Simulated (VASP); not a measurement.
# CsGeF3 (Pm-3m) in VASP: a series of runs

The runs below take CsGeF3 through single point, with HSE06, PBE.

All numbers are computed with VASP 6.6.1; they aren't measurements. Logs are shortened: lines on timing, memory, paths and dates and some standing lists are left out, and cuts for length are marked.

### Step 1. The cell of the first run

Symmetry: Pm-3m, No. 221, cubic system. The conventional cell has a = 4.429 Å, b = 4.429 Å, c = 4.429 Å, α = 90.00°, β = 90.00°, γ = 90.00°. Within 4.1 Å of Cs (site symmetry m-3m) lie 12 F at 3.13 Å and 8 Ge at 3.84 Å. Within 2.9 Å of Ge (site symmetry m-3m) lie 6 F at 2.21 Å. Within 2.9 Å of F (site symmetry 4/mmm) lie 2 Ge at 2.21 Å.

### Step 2. Single point, HSE06 (strain -1.5%)

Input file POSCAR:

```
CsGeF3
1.0
    4.4290720498      0.0000000000      0.0000000000
    0.0000000000      4.4290720498      0.0000000000
    0.0000000000      0.0000000000      4.4290720498
Cs Ge F
1 1 3
Direct
    0.0000000000      0.0000000000      0.0000000000
    0.5000000000      0.5000000000      0.5000000000
    0.5000000000      0.5000000000      0.0000000000
    0.5000000000      0.0000000000      0.5000000000
    0.0000000000      0.5000000000      0.5000000000
```

Input file INCAR.step1:

```
SYSTEM = CsGeF3
  ALGO = Normal
  EDIFF = 1E-5
  ENCUT = 520
  GGA = PE
  ISIF = 2
  ISMEAR = 0
  KPAR = 4
  LASPH = .True.
  LCHARG = .False.
  LREAL = .False.
  LWAVE = .True.
  NBANDS = 30
  NELM = 60
  PREC = Accurate
  SIGMA = 0.01
```

Input file INCAR.step2:

```
SYSTEM = CsGeF3
  ALGO = Normal
  EDIFF = 1E-6
  ENCUT = 520
  GGA = PE
  HFSCREEN = 0.2079
  ISIF = 2
  ISMEAR = 0
  ISTART = 1
  KPAR = 4
  LASPH = .True.
  LCHARG = .False.
  LHFCALC = .True.
  LREAL = .False.
  LWAVE = .False.
  NBANDS = 30
  NELM = 60
  PREC = Accurate
  PRECFOCK = Fast
  SIGMA = 0.01
```

Input file KPOINTS:

```
k-points
0
Gamma
  4 4 4
  0 0 0
```

Potentials or basis: VASP PAW PBE potentials, release 64 (Cs_sv, Ge_d, F).

The run is started by

```sh
> cat potpaw_PBE.64/Cs_sv/POTCAR potpaw_PBE.64/Ge_d/POTCAR potpaw_PBE.64/F/POTCAR > POTCAR
> cp INCAR.step1 INCAR
> mpirun -np 4 vasp_std > vasp.out
> cp INCAR.step2 INCAR
> mpirun -np 4 vasp_std > vasp.out
```

OUTCAR:

```text
SYSTEM = CsGeF3
   EDIFF = 1E-6
   ENCUT = 520
   GGA = PE
   HFSCREEN = 0.2079
   ISIF = 2
   ISMEAR = 0
   ISTART = 1
   LASPH = .True.
   LHFCALC = .True.
   LREAL = .False.
   NELM = 60
   PREC = Accurate
   PRECFOCK = Fast

 ion  position               nearest neighbor table
   1  0.000  0.000  0.000-
   2  0.500  0.500  0.500-   3 2.21   4 2.21   5 2.21   3 2.21   4 2.21   5 2.21
   3  0.500  0.500  0.000-   2 2.21   2 2.21
   4  0.500  0.000  0.500-   2 2.21   2 2.21
   5  0.000  0.500  0.500-   2 2.21   2 2.21

  LATTYP: Found a simple cubic cell.
 ALAT       =     4.4290720498

  Lattice vectors:

 A1 = (   4.4290720498,   0.0000000000,   0.0000000000)
 A2 = (   0.0000000000,   4.4290720498,   0.0000000000)
 A3 = (   0.0000000000,   0.0000000000,   4.4290720498)

Analysis of symmetry for initial positions (statically):
=====================================================================
 Subroutine PRICEL returns:
 Original cell was already a primitive cell.

 Routine SETGRP: Setting up the symmetry group for a
 simple cubic supercell.

 Subroutine GETGRP returns: Found 48 space group operations
 (whereof 48 operations were pure point group operations)
 out of a pool of 48 trial point group operations.

The static configuration has the point symmetry O_h .

Analysis of symmetry for dynamics (positions and initial velocities):
=====================================================================
 Subroutine PRICEL returns:
 Original cell was already a primitive cell.

 Routine SETGRP: Setting up the symmetry group for a
 simple cubic supercell.

 Subroutine GETGRP returns: Found 48 space group operations
 (whereof 48 operations were pure point group operations)
 out of a pool of 48 trial point group operations.

The dynamic configuration has the point symmetry O_h .

 Subroutine INISYM returns: Found 48 space group operations
 (whereof 48 operations are pure point group operations),
 and found     1 'primitive' translations

----------------------------------------------------------------------------------------

                                     Primitive cell

[... 85 lines left out ...]
   IBRION =     -1    ionic relax: 0-MD 1-quasi-New 2-CG
   NFREE  =      0    steps in history (QN), initial steepest desc. (CG)
   ISIF   =      2    stress and relaxation
   ISYM   =      3    0-nonsym 1-usesym 2-fastsym
   POTIM  = 0.5000    time-step for ionic-motion
   TEBEG  =    0.0;   TEEND  =   0.0 temperature during run
   PSTRESS=    0.0 pullay stress
   NELECT =      44.0000    total number of electrons
   NUPDOWN=      -1.0000    fix difference up-down
   EMIN   =  10.00;   EMAX   =-10.00  energy-range for DOS
   EFERMI =   0.00;   METHOD = LEGACY
   ISMEAR =     0;   SIGMA  =   0.01  broadening in eV -4-tet -1-fermi 0-gaus
   EFERMI_NEDOS =   21; number of points for ismear=-14 and -15
   IALGO  =     38    algorithm
   IMIX   =      1    mixing-type and parameters
     AMIX     =   0.40;   BMIX     =  1.00
     AMIX_MAG =   1.60;   BMIX_MAG =  1.00
  volume/ion in A,a.u.               =      17.38       117.26
  Fermi-wavevector in a.u.,A,eV,Ry     =   1.304907  2.465917 23.167768  1.702783
  Thomas-Fermi vector in A             =   2.435812
   LORBIT       =      0    0 simple, 1 ext, 2 COOP (PROOUT), +10 PAW based schemes
   GGA     = PE    functional components
   LHFCALC =     T    Hartree Fock is set to
   PRECFOCK=fast      Normal, Fast or Accurate (Low or Medium for compatibility)
   ENCUT4O =  -1.0   cutoff for four orbital integrals eV
   NKREDX  =     1    reduce k-point grid by
   NKREDY  =     1    reduce k-point grid by
   NKREDZ  =     1    reduce k-point grid by
   AEXX    =    0.2500 exact exchange contribution
   HFSCREEN=    0.2079 screening length (either q_TF or 0.3 A-1)
   HFSCREENC=   0.2079 screening length for correlation (either q_TF or 0.3 A-1)
   ENCUTFOCK=  -1.0 apply spherical cutoff to Coloumb kernel
   IVDW    =     0    specifies the selected vdW correction
   LEPSILON=     F    determine dielectric tensor
   LRPA    =     F    only Hartree local field effects (RPA)
 non-spin polarized calculation
 Gauss-broadening in eV      SIGMA  =   0.01
  energy-cutoff  :      520.00
  volume of cell :       86.88
 maximum number of plane-waves:      2360
 NGX is ok and might be reduce to    36
  NGX = 18; NGY = 18; NGZ = 18

 number of electron      43.9999976 magnetization

 Free energy of the ion-electron system (eV)
  ---------------------------------------------------
  ext. energy  EPLUGINS =         0.00000000
  ---------------------------------------------------
  free energy    TOTEN  =       -27.65528871 eV

  energy without entropy =      -27.65528871  energy(sigma->0) =      -27.65528871

 E-fermi :   2.9342     XC(G=0):  -7.9034

 val. band max:        2.8003957215   @ k =   0.5000   0.5000   0.5000
 cond. band min:       5.3086697926   @ k =   0.5000   0.5000   0.5000
 fundamental gap:      2.5082740711
 Fermi energy:         2.9341825269

 k-point     1 :       0.0000    0.0000    0.0000
  band No.  band energies     occupation
      1     -25.7460      2.00000
      2     -25.7460      2.00000
      3     -25.5876      2.00000
      4     -25.5876      2.00000
      5     -25.5876      2.00000
      6     -24.0456      2.00000
[... 319 lines left out ...]
     29      12.9990      0.00000
     30      12.9990      0.00000

------------------------ aborting loop because EDIFF is reached ----------------------------------------

  FORCE on cell =-STRESS in cart. coord.  units (eV):
  Direction    XX          YY          ZZ          XY          YZ          ZX
  --------------------------------------------------------------------------------------
  -------------------------------------------------------------------------------------
  Total        2.2517746      2.2517746      2.2517746      0.0000000      0.0000000     -0.0000000
  in kB       41.5238158     41.5238158     41.5238158      0.0000000      0.0000000     -0.0000000
  external PRESSURE =      41.5238158 kB  Pullay stress =       0.0000000 kB

 VOLUME and BASIS-vectors are now :
 -----------------------------------------------------------------------------
  energy-cutoff  :      520.00
  volume of cell :       86.88
      direct lattice vectors                 reciprocal lattice vectors
     4.429072050  0.000000000  0.000000000     0.225780929  0.000000000  0.000000000
     0.000000000  4.429072050  0.000000000     0.000000000  0.225780929  0.000000000
     0.000000000  0.000000000  4.429072050     0.000000000  0.000000000  0.225780929

 POSITION                                       TOTAL-FORCE (eV/Angst)
 -----------------------------------------------------------------------------------
      0.00000      0.00000      0.00000         0.000000      0.000000      0.000000
      2.21454      2.21454      2.21454         0.000000      0.000000      0.000000
      2.21454      2.21454      0.00000         0.000000      0.000000      0.000000
      2.21454      0.00000      2.21454         0.000000      0.000000      0.000000
      0.00000      2.21454      2.21454         0.000000      0.000000      0.000000
 -----------------------------------------------------------------------------------
    total drift:                                0.000004      0.000000      0.000003

  FREE ENERGIE OF THE ION-ELECTRON SYSTEM (eV)
  ---------------------------------------------------
  free  energy   TOTEN  =       -27.6552887127 eV

  energy  without entropy=      -27.6552887127  energy(sigma->0) =      -27.65528871
```

OUTCAR.step1:

```text
SYSTEM = CsGeF3
   EDIFF = 1E-5
   ENCUT = 520
   GGA = PE
   ISIF = 2
[... 547 lines left out ...]
      2.21454      2.21454      2.21454         0.000000      0.000000      0.000000
      2.21454      2.21454      0.00000         0.000000      0.000000      0.000000
      2.21454      0.00000      2.21454         0.000000      0.000000      0.000000
      0.00000      2.21454      2.21454         0.000000      0.000000      0.000000
 -----------------------------------------------------------------------------------
    total drift:                                0.000000      0.000000      0.000000

  FREE ENERGIE OF THE ION-ELECTRON SYSTEM (eV)
  ---------------------------------------------------
  free  energy   TOTEN  =       -22.3786097243 eV

  energy  without entropy=      -22.3786097243  energy(sigma->0) =      -22.37860972
```

OSZICAR.step1:

```text
N       E                     dE             d eps       ncg     rms          rms(c)
DAV:   1     0.405011373973E+03    0.40501E+03   -0.22922E+04   810   0.263E+03
DAV:   2     0.290444845136E+02   -0.37597E+03   -0.35684E+03   728   0.725E+02
DAV:   3    -0.225895783086E+02   -0.51634E+02   -0.51240E+02   684   0.149E+02
DAV:   4    -0.247793589120E+02   -0.21898E+01   -0.21881E+01   732   0.359E+01
DAV:   5    -0.248197130715E+02   -0.40354E-01   -0.40353E-01   700   0.496E+00    0.912E+00
DAV:   6    -0.223291463213E+02    0.24906E+01   -0.85924E+00   756   0.310E+01    0.297E+00
DAV:   7    -0.223913436552E+02   -0.62197E-01   -0.12405E+00   630   0.559E+00    0.195E+00
DAV:   8    -0.223803323982E+02    0.11011E-01   -0.14092E-01   740   0.341E+00    0.502E-01
DAV:   9    -0.223777051300E+02    0.26273E-02   -0.27045E-02   888   0.204E+00    0.111E-01
DAV:  10    -0.223785537503E+02   -0.84862E-03   -0.28498E-03   726   0.412E-01    0.338E-02
DAV:  11    -0.223786068985E+02   -0.53148E-04   -0.13797E-04   700   0.933E-02    0.133E-02
DAV:  12    -0.223786097243E+02   -0.28257E-05   -0.22834E-05   520   0.439E-02
   1 F= -.22378610E+02 E0= -.22378610E+02  d E =-.199794E-14
```

Wall time 9.8 min (4 MPI ranks of AMD EPYC 7R43 (Zen 3), shared host); peak memory 0.29 GiB.

What came out:

| Item | Value |
| --- | --- |
| Free energy | -27.6553 eV |
| Pressure | 4.2 GPa |
| Band gap on the k mesh | 2.51 eV |

Caveat: the cell differs from its parent crystal (strain -1.5%); the cell stands under pressure; the PAW data sets were made with another functional, which shifts forces and pressure a little; spin-orbit coupling is left out, which moves the levels of the heavy elements.

### Step 3. Single point, PBE (strain -1.5%)

Input file INCAR:

```
PREC     = Accurate       # precision mode
ENCUT    = 520            # plane-wave cutoff, eV
EDIFF    = 1E-6           # SCF threshold, eV
ISMEAR   = -1             # smearing method
SIGMA    = 0.02           # smearing width, eV
LREAL    = F              # projectors in reciprocal space
LASPH    = T              # aspherical terms in the spheres
NELM     = 80             # most SCF steps
ALGO     = Normal         # electronic algorithm
ISIF     = 2              # what is computed and relaxed
LWAVE    = F              # write WAVECAR
LCHARG   = T              # write CHGCAR
GGA      = PE             # functional
LELF     = T              # ELF
LVHAR    = T            
NBANDS   = 30             # bands
```

Input file KPOINTS:

```
Automatic mesh
0
Gamma
  6 6 6
```

POSCAR is that of step 2.

Potentials or basis: VASP PAW PBE potentials, release 64 (Cs_sv, Ge_d, F).

The run is started by

```sh
> cat potpaw_PBE.64/Cs_sv/POTCAR potpaw_PBE.64/Ge_d/POTCAR potpaw_PBE.64/F/POTCAR > POTCAR
> mpirun -np 1 vasp_std > vasp.out
```

Run time: 20 s. Hardware: 1 thread of Intel Xeon 6975P-C (Granite Rapids), shared host; peak memory 0.23 GiB.

Results (log left out):

```yaml
Free_energy: -22.3951 eV
Pressure: 5.3 GPa
Band_gap_on_the_k_mesh: 1.62 eV
```

Levels at points of the mesh, in eV from the valence-band top:
| k point | band 18 | band 19 | band 20 | band 21 | band 22 | band 23 | band 24 | band 25 | band 26 | band 27 |
| --- | --- | --- | --- | --- | --- | --- | --- | --- | --- | --- |
| (0.00, 0.00, 0.00) | -4.94 | -4.94 | -4.54 | -4.54 | -4.54 | 4.20 | 4.20 | 4.96 | 5.81 | 5.81 |
| (0.50, 0.00, 0.00) | -4.97 | -4.97 | -4.83 | -4.83 | -2.69 | 2.63 | 4.94 | 4.94 | 5.11 | 6.44 |
| (0.50, 0.50, 0.00) | -5.20 | -4.73 | -4.73 | -4.55 | -1.25 | 2.73 | 2.73 | 4.99 | 5.77 | 6.02 |
| (0.50, 0.50, 0.50) | -4.78 | -4.53 | -4.53 | -4.53 | 0.00 | 1.62 | 1.62 | 1.62 | 7.57 | 7.57 |

Caveat: the cell differs from its parent crystal (strain -1.5%); the cell stands under pressure; spin-orbit coupling is left out, which moves the levels of the heavy elements. A k mesh can miss the band edges.

### Step 4. Single point, PBE

This run uses another cell than the first one, of 18.18 Å³/atom.

INCAR, as its differences from that of step 3:

```diff
@@ -7,3 +7,3 @@
 LASPH    = T              # aspherical terms in the spheres
-NELM     = 80             # most SCF steps
+NELM     = 100            # most SCF steps
 ALGO     = Normal         # electronic algorithm
@@ -11,6 +11,4 @@
 LWAVE    = F              # write WAVECAR
-LCHARG   = T              # write CHGCAR
+LCHARG   = F              # write CHGCAR
 GGA      = PE             # functional
-LELF     = T              # ELF
-LVHAR    = T            
 NBANDS   = 30             # bands
```

KPOINTS is that of step 3.

POSCAR, as its differences from that of step 3:

```diff
@@ -2,5 +2,5 @@
 1.0
-    4.4290720498      0.0000000000      0.0000000000
-    0.0000000000      4.4290720498      0.0000000000
-    0.0000000000      0.0000000000      4.4290720498
+    4.4965198475      0.0000000000      0.0000000000
+    0.0000000000      4.4965198475      0.0000000000
+    0.0000000000      0.0000000000      4.4965198475
 Cs Ge F
```

The run is started by

```sh
> cat potpaw_PBE.64/Cs_sv/POTCAR potpaw_PBE.64/Ge_d/POTCAR potpaw_PBE.64/F/POTCAR > POTCAR
> mpirun -np 1 vasp_std > vasp.out
```

Run time: 20 s. Hardware: 1 thread of Intel Xeon 6975P-C (Granite Rapids), shared host; peak memory 0.23 GiB.

It converged, with:

```yaml
Free_energy: -22.4956 eV
Pressure: 2.3 GPa
Band_gap_on_the_k_mesh: 1.84 eV
```

Levels at points of the mesh, in eV from the valence-band top:
```csv
k point,band 18,band 19,band 20,band 21,band 22,band 23,band 24,band 25,band 26,band 27
"(0.00, 0.00, 0.00)",-4.45,-4.45,-4.12,-4.12,-4.12,4.58,4.58,5.08,5.78,5.78
"(0.50, 0.00, 0.00)",-4.48,-4.48,-4.38,-4.38,-2.52,2.75,5.04,5.04,5.43,6.61
"(0.50, 0.50, 0.00)",-4.69,-4.31,-4.31,-4.09,-1.17,2.83,2.83,5.05,6.01,6.26
"(0.50, 0.50, 0.50)",-4.39,-4.07,-4.07,-4.07,0.00,1.84,1.84,1.84,7.71,7.71
```

Caveat: spin-orbit coupling is left out, which moves the levels of the heavy elements.

### Step 5. Summary

```csv
level,cell,k mesh,smearing,grid for exact exchange (PRECFOCK),share of exact exchange,screening parameter,gap on the mesh (eV),pressure (GPa)
HSE06,"a = 4.429 Å, 5 atoms",4 × 4 × 4,gaussian 0.01 eV,Fast,0.25,0.2079 1/Å,2.51,4.2
PBE,"a = 4.429 Å, 5 atoms",6 × 6 × 6,fermi-dirac 0.02 eV,-,-,-,1.62,5.3
PBE,"a = 4.497 Å, 5 atoms",6 × 6 × 6,fermi-dirac 0.02 eV,-,-,-,1.84,2.3
```

Alike in all rows: task single point; potentials or basis VASP PAW PBE potentials, release 64 (Cs_sv, Ge_d, F); no spin polarisation; cutoff (eV) 520.

Caveats: spin-orbit coupling is left out, which moves the levels of the heavy elements; the cell stands under pressure (at least some runs); the PAW data sets were made with another functional, which shifts forces and pressure a little (at least some runs).

Total energies depend on the potentials used, so only differences within one code and one set of settings carry meaning.
